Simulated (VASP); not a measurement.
Runs of VASP 6.6.1 on Si2N. The structure is that of space group Pn-3m (No. 224), or close to it. The cells are those of the table. 

```csv
task,cell,k mesh,cutoff (eV),gap on the mesh (eV),pressure (GPa),relaxed volume (Å³/atom)
relaxation of cell and atoms,"relaxed from a = 4.200 Å, 6 atoms",10 × 10 × 10,600,none,-0.1,12.37
single point,"a = 4.200 Å, 6 atoms",4 × 4 × 4,520,none,-0.2,-
relaxation of cell and atoms,"relaxed from a = 4.366 Å, 6 atoms",4 × 4 × 4,600,none,-0.1,(a)
single point,"a = 4.203 Å, 6 atoms",10 × 10 × 10,520,none,(b),-
single point,"a = 4.366 Å, 6 atoms",4 × 4 × 4,520,none,-10.9,-
```

Alike in all rows: level PBE; potentials or basis VASP PAW PBE potentials, release 64 (Si, N); no spin polarisation; smearing gaussian 0.1 eV.

Task: Fill in the values left out.

Result: (a) 12.33; (b) 0.0.

Caveats: some runs use coarse meshes.

A gap of «none» marks levels without a gap at the run's occupations.
